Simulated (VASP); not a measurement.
# NaH (I4/mmm) in VASP: notebook

NaH is run at these levels: PBEsol; tasks: electric field gradients.

Everything below comes from runs of VASP 6.6.1. Logs are shortened: lines on timing, memory, paths and dates and some standing lists are left out, and cuts for length are marked.

## (1) The cell of the first run

Symmetry: I4/mmm, No. 139, tetragonal system. The conventional cell has a = 3.451 Å, b = 3.451 Å, c = 4.978 Å, α = 90.00°, β = 90.00°, γ = 90.00°. Within 3.2 Å of Na (site symmetry 4/mmm) lie 6 H at 2.44 to 2.49 Å. Within 3.2 Å of H (site symmetry 4/mmm) lie 6 Na at 2.44 to 2.49 Å.

## (2) Electric field gradients, PBEsol (zz strain of +2 %)

The input, INCAR:

```
SYSTEM = NaH
  PREC = Accurate
  ENCUT = 400
  EDIFF = 1E-8
  ISMEAR = -1
  SIGMA = 0.03
  LREAL = .FALSE.
  LASPH = .TRUE.
  NELM = 120
  ALGO = Normal
  ISIF = 2
  LWAVE = .FALSE.
  LCHARG = .FALSE.
  GGA = PS
  LEFG = .TRUE.
  NBANDS = 11
  GGA_COMPAT = .FALSE.
```

The input, KPOINTS:

```
Automatic mesh
0
G
  9 9 9
  0 0 0
```

The input, POSCAR:

```
NaH
1.0
    0.0000000000      2.4400000000      2.4888000000
    2.4400000000      0.0000000000      2.4888000000
    2.4400000000      2.4400000000      0.0000000000
Na H
1 1
Direct
    0.0000000000      0.0000000000      0.0000000000
    0.5000000000      0.5000000000      0.5000000000
```

Potentials or basis: VASP PAW PBE potentials, release 64 (Na_pv, H).

On the command line:

```sh
> cat potpaw_PBE.64/Na_pv/POTCAR potpaw_PBE.64/H/POTCAR > POTCAR
> mpirun -np 1 vasp_std > vasp.out
```

OUTCAR:

```text
SYSTEM = NaH
   PREC = Accurate
   ENCUT = 400
   EDIFF = 1E-8
   ISMEAR = -1
   LREAL = .FALSE.
   LASPH = .TRUE.
   NELM = 120
   ISIF = 2
   GGA = PS

 ion  position               nearest neighbor table
   1  0.000  0.000  0.000-
   2  0.500  0.500  0.500-

  LATTYP: Found a body centered tetragonal cell.
 ALAT       =     3.4506810922
 C/A-ratio  =     1.4424978336

  Lattice vectors:

 A1 = (  -2.4400000000,   0.0000000000,   2.4888000000)
 A2 = (   2.4400000000,   0.0000000000,   2.4888000000)
 A3 = (   0.0000000000,   2.4400000000,  -2.4888000000)

Analysis of symmetry for initial positions (statically):
=====================================================================
 Subroutine PRICEL returns:
 Original cell was already a primitive cell.

 Routine SETGRP: Setting up the symmetry group for a
 body centered tetragonal supercell.

 Subroutine GETGRP returns: Found 16 space group operations
 (whereof 16 operations were pure point group operations)
 out of a pool of 16 trial point group operations.

The static configuration has the point symmetry D_4h.

Analysis of symmetry for dynamics (positions and initial velocities):
=====================================================================
 Subroutine PRICEL returns:
 Original cell was already a primitive cell.

 Routine SETGRP: Setting up the symmetry group for a
 body centered tetragonal supercell.

 Subroutine GETGRP returns: Found 16 space group operations
 (whereof 16 operations were pure point group operations)
 out of a pool of 16 trial point group operations.

The dynamic configuration has the point symmetry D_4h.

 Subroutine INISYM returns: Found 16 space group operations
 (whereof 16 operations are pure point group operations),
 and found     1 'primitive' translations

----------------------------------------------------------------------------------------

                                     Primitive cell

  volume of cell :      29.6346

  direct lattice vectors                    reciprocal lattice vectors
     0.000000000  2.440000000  2.488800000    -0.204918033  0.204918033  0.200900032
     2.440000000  0.000000000  2.488800000     0.204918033 -0.204918033  0.200900032
     2.440000000  2.440000000  0.000000000     0.204918033  0.204918033 -0.200900032

  length of vectors
     3.485358725  3.485358725  3.450681092     0.352623912  0.352623912  0.352623912

  position of ions in fractional coordinates (direct lattice)
     0.000000000  0.000000000  0.000000000
     0.500000000  0.500000000  0.500000000

  ion indices of the primitive-cell ions
   primitive index   ion index
                 1           1
                 2           2

----------------------------------------------------------------------------------------

 KPOINTS: Automatic mesh

Automatic generation of k-mesh.
 Grid dimensions read from file:
 generate k-points for:    9    9    9

 Generating k-lattice:

  Cartesian coordinates                     Fractional coordinates (reciprocal lattice)
    -0.022768670  0.022768670  0.022322226     0.111111111  0.000000000  0.000000000
     0.022768670 -0.022768670  0.022322226     0.000000000  0.111111111  0.000000000
     0.022768670  0.022768670 -0.022322226    -0.000000000 -0.000000000  0.111111111

  Length of vectors
     0.039180435  0.039180435  0.039180435

  Shift w.r.t. Gamma in fractional coordinates (k-lattice)
     0.000000000  0.000000000  0.000000000

 Subroutine IBZKPT returns following result:
 ===========================================

 Found     75 irreducible k-points:

 Following reciprocal coordinates:
            Coordinates               Weight
  0.000000  0.000000  0.000000      1.000000
  0.111111  0.000000  0.000000      8.000000
  0.222222 -0.000000  0.000000      8.000000
  0.333333  0.000000  0.000000      8.000000
  0.444444 -0.000000  0.000000      8.000000
  0.111111  0.111111  0.000000      2.000000
[... 16 lines left out ...]
 -0.333333  0.333333  0.000000      4.000000
  0.444444  0.444444  0.000000      2.000000
 [... further k-points ...]
   k-points           NKPTS =     75   k-points in BZ     NKDIM =     75   number of bands    NBANDS=     11
   number of dos      NEDOS =    301   number of ions     NIONS =      2
   total plane-waves  NPLWV =  13824
   dimension x,y,z NGX =    24 NGY =   24 NGZ =   24
   dimension x,y,z NGXF=    48 NGYF=   48 NGZF=   48
   ions per type =               1   1
   NGX,Y,Z   is equivalent  to a cutoff of  11.45, 11.45, 11.56 a.u.
   NGXF,Y,Z  is equivalent  to a cutoff of  22.90, 22.90, 23.13 a.u.
 SYSTEM =  NaH
   PREC   = accura    normal or accurate (medium, high low for compatibility)
   ISTART =      0    job   : 0-new  1-cont  2-samecut
   ICHARG =      2    charge: 1-file 2-atom 10-const
   ISPIN  =      1    spin polarized calculation?
   LNONCOLLINEAR =      F non collinear calculations
   LSORBIT =      F    spin-orbit coupling
   LASPH  =      T    aspherical Exc in radial PAW
   ENCUT  =  400.0 eV  29.40 Ry    5.42 a.u.   5.68  5.68  5.63*2*pi/ulx,y,z
   NELM   =    120;   NELMIN=  2; NELMDL= -5     # of ELM steps
   EDIFF  = 0.1E-07   stopping-criterion for ELM
   LREAL  =      F    real-space projection
   EDIFFG = 0.1E-06   stopping-criterion for IOM
   NSW    =      0    number of steps for IOM
   IBRION =     -1    ionic relax: 0-MD 1-quasi-New 2-CG
   NFREE  =      0    steps in history (QN), initial steepest desc. (CG)
   ISIF   =      2    stress and relaxation
   ISYM   =      2    0-nonsym 1-usesym 2-fastsym
   POTIM  = 0.5000    time-step for ionic-motion
   TEBEG  =    0.0;   TEEND  =   0.0 temperature during run
   PSTRESS=    0.0 pullay stress
   NELECT =       8.0000    total number of electrons
   NUPDOWN=      -1.0000    fix difference up-down
   EMIN   =  10.00;   EMAX   =-10.00  energy-range for DOS
   EFERMI =   0.00;   METHOD = LEGACY
   ISMEAR =    -1;   SIGMA  =   0.03  broadening in eV -4-tet -1-fermi 0-gaus
   EFERMI_NEDOS =   21; number of points for ismear=-14 and -15
   IALGO  =     38    algorithm
   IMIX   =      4    mixing-type and parameters
     AMIX     =   0.40;   BMIX     =  1.00
     AMIX_MAG =   1.60;   BMIX_MAG =  1.00
  volume/ion in A,a.u.               =      14.82        99.99
  Fermi-wavevector in a.u.,A,eV,Ry     =   1.058047  1.999419 15.231224  1.119463
  Thomas-Fermi vector in A             =   2.193342
   LORBIT       =      0    0 simple, 1 ext, 2 COOP (PROOUT), +10 PAW based schemes
   GGA     = PS    functional components
   LHFCALC =     F    Hartree Fock is set to
   AEXX    =    0.0000 exact exchange contribution
   IVDW    =     0    specifies the selected vdW correction
   LEPSILON=     F    determine dielectric tensor
   LRPA    =     F    only Hartree local field effects (RPA)
 non-spin polarized calculation
  energy-cutoff  :      400.00
  volume of cell :       29.63
 maximum number of plane-waves:       549
   NGX = 11   NGY = 11   NGZ = 11

 number of electron       7.9999989 magnetization

 Free energy of the ion-electron system (eV)
  ---------------------------------------------------
  ext. energy  EPLUGINS =         0.00000000
  ---------------------------------------------------
  free energy    TOTEN  =        -5.07243727 eV

  energy without entropy =       -5.07243727  energy(sigma->0) =       -5.07243727

 E-fermi :  -0.5815     XC(G=0):  -7.7234

 val. band max:       -1.2855525777   @ k =  -0.3333   0.1111   0.4444
 cond. band min:       2.4711818891   @ k =  -0.4444   0.1111   0.0000
 fundamental gap:      3.7567344668
 Fermi energy:        -0.5815108687

 k-point     1 :       0.0000    0.0000    0.0000
  band No.  band energies     occupation
      1     -23.3298      2.00000
      2     -23.3235      2.00000
      3     -23.3235      2.00000
      4      -4.8275      2.00000
      5       8.7446      0.00000
      6      13.7311      0.00000
      7      13.8309      0.00000
      8      13.8309      0.00000
      9      14.6239      0.00000
     10      14.6326      0.00000
     11      14.6326      0.00000

 k-point     2 :       0.1111    0.0000    0.0000
  band No.  band energies     occupation
      1     -23.3363      2.00000
      2     -23.3280      2.00000
      3     -23.3246      2.00000
      4      -4.6209      2.00000
      5       8.0764      0.00000
      6      11.4792      0.00000
      7      13.0524      0.00000
      8      13.1638      0.00000
      9      15.4783      0.00000
     10      15.4991      0.00000
     11      15.5433      0.00000

 k-point     3 :       0.2222   -0.0000    0.0000
  band No.  band energies     occupation
      1     -23.3597      2.00000
      2     -23.3322      2.00000
      3     -23.3271      2.00000
      4      -4.0245      2.00000
      5       6.2011      0.00000
      6       9.9982      0.00000
      7      12.3044      0.00000
      8      12.4849      0.00000
      9      15.5589      0.00000
     10      15.8871      0.00000
     11      16.5921      0.00000

 k-point     4 :       0.3333    0.0000    0.0000
  band No.  band energies     occupation
      1     -23.3867      2.00000
      2     -23.3361      2.00000
      3     -23.3303      2.00000
      4      -3.1337      2.00000
      5       4.0469      0.00000
      6       9.3475      0.00000
      7      11.8111      0.00000
      8      12.0547      0.00000
      9      14.7919      0.00000
     10      15.1566      0.00000
     11      17.0876      0.00000
[... 239 lines left out ...]
 k-point    22 :      -0.4444    0.3333    0.0000
  band No.  band energies     occupation
      1     -23.3919      2.00000
      2     -23.3631      2.00000
      3     -23.3442      2.00000
      4      -1.5124      2.00000
      5       3.4848      0.00000
      6       5.3727      0.00000
      7       9.6478      0.00000
      8      10.0775      0.00000
      9      14.4842      0.00000
     10      19.4092      0.00000
     11      20.1464      0.00000

 k-point    23 :      -0.3333    0.3333    0.0000
  band No.  band energies     occupation
      1     -23.3802      2.00000
      2     -23.3779      2.00000
      3     -23.3400      2.00000
      4      -1.5184      2.00000
      5       4.1221      0.00000
      6       4.1590      0.00000
      7      10.1746      0.00000
      8      10.6290      0.00000
      9      16.5363      0.00000
     10      19.3585      0.00000
     11      19.6780      0.00000

 k-point    24 :       0.4444    0.4444    0.0000
  band No.  band energies     occupation
      1     -23.4000      2.00000
      2     -23.3488      2.00000
      3     -23.3488      2.00000
      4      -1.6663      2.00000
      5       3.1568      0.00000
      6       8.5518      0.00000
      7       9.1814      0.00000
      8       9.1814      0.00000
      9      10.1761      0.00000
     10      21.1906      0.00000
     11      23.2573      0.00000

 [... further k-points ...]

------------------------ aborting loop because EDIFF is reached ----------------------------------------

  FORCE on cell =-STRESS in cart. coord.  units (eV):
  Direction    XX          YY          ZZ          XY          YZ          ZX
  --------------------------------------------------------------------------------------
  -------------------------------------------------------------------------------------
  Total       -0.3399784     -0.3399784     -0.4300624      0.0000000      0.0000000     -0.0000000
  in kB      -18.3807081    -18.3807081    -23.2510441      0.0000000      0.0000000     -0.0000000
  external PRESSURE =     -20.0041535 kB  Pullay stress =       0.0000000 kB

 VOLUME and BASIS-vectors are now :
 -----------------------------------------------------------------------------
  energy-cutoff  :      400.00
  volume of cell :       29.63
      direct lattice vectors                 reciprocal lattice vectors
     0.000000000  2.440000000  2.488800000    -0.204918033  0.204918033  0.200900032
     2.440000000  0.000000000  2.488800000     0.204918033 -0.204918033  0.200900032
     2.440000000  2.440000000  0.000000000     0.204918033  0.204918033 -0.200900032

 POSITION                                       TOTAL-FORCE (eV/Angst)
 -----------------------------------------------------------------------------------
      0.00000      0.00000      0.00000        -0.000000      0.000000      0.000000
      2.44000      2.44000      2.48880         0.000000     -0.000000     -0.000000
 -----------------------------------------------------------------------------------
    total drift:                                0.000000     -0.000000     -0.000000

  FREE ENERGIE OF THE ION-ELECTRON SYSTEM (eV)
  ---------------------------------------------------
  free  energy   TOTEN  =        -5.0724372675 eV

  energy  without entropy=       -5.0724372675  energy(sigma->0) =       -5.07243727

 Electric field gradients (V/A^2)
---------------------------------------------------------------------
 ion       V_xx      V_yy      V_zz      V_xy      V_xz      V_yz
---------------------------------------------------------------------
   1      -0.857    -0.857     1.714     0.004     0.003     0.003
   2       0.092     0.092    -0.183    -0.000    -0.000    -0.000
---------------------------------------------------------------------

 Electric field gradients after diagonalization (V/A^2)
 (convention: |V_zz| > |V_xx| > |V_yy|)
----------------------------------------------------------------------
 ion       V_xx      V_yy      V_zz     asymmetry (V_yy - V_xx)/ V_zz
----------------------------------------------------------------------
   1      -0.861    -0.853     1.714       0.005
   2       0.092     0.091    -0.183       0.005
----------------------------------------------------------------------

           NMR quadrupolar parameters

 Cq : quadrupolar parameter    Cq=e*Q*V_zz/h
 eta: asymmetry parameters     (V_yy - V_xx)/ V_zz
 Q  : nuclear electric quadrupole moment in mb (millibarn)
----------------------------------------------------------------------
 ion       Cq(MHz)       eta       Q (mb)
----------------------------------------------------------------------
   1       0.004       0.005       1.000
   2      -0.000       0.005       1.000
----------------------------------------------------------------------
```

It took 13 s on 1 thread of Intel Xeon 8259CL, shared host; peak memory 0.14 GiB.

Results:

```yaml
Free_energy: -5.0724 eV
Pressure: -2.0 GPa
Band_gap_on_the_k_mesh: 3.76 eV (least direct gap 4.49 eV)
Largest_electric_field_gradient_by_atom: Na +1.7; H -0.2 V/Å²
```

Electric field gradients, principal values (V/Å²):
| atom | least | middle | greatest (by size) |
| --- | --- | --- | --- |
| 1 Na | -0.853 | -0.861 | 1.714 |
| 2 H | 0.091 | 0.092 | -0.183 |

Caveat: the cell differs from its parent crystal (zz strain of +2 %); without QUAD_EFG the Cq values of the log hold for a quadrupole moment of 1 mb, not for the nuclei; the PAW data sets were made with another functional, which shifts forces and pressure a little. A k mesh can miss the band edges.

[end of part 1 of 3]
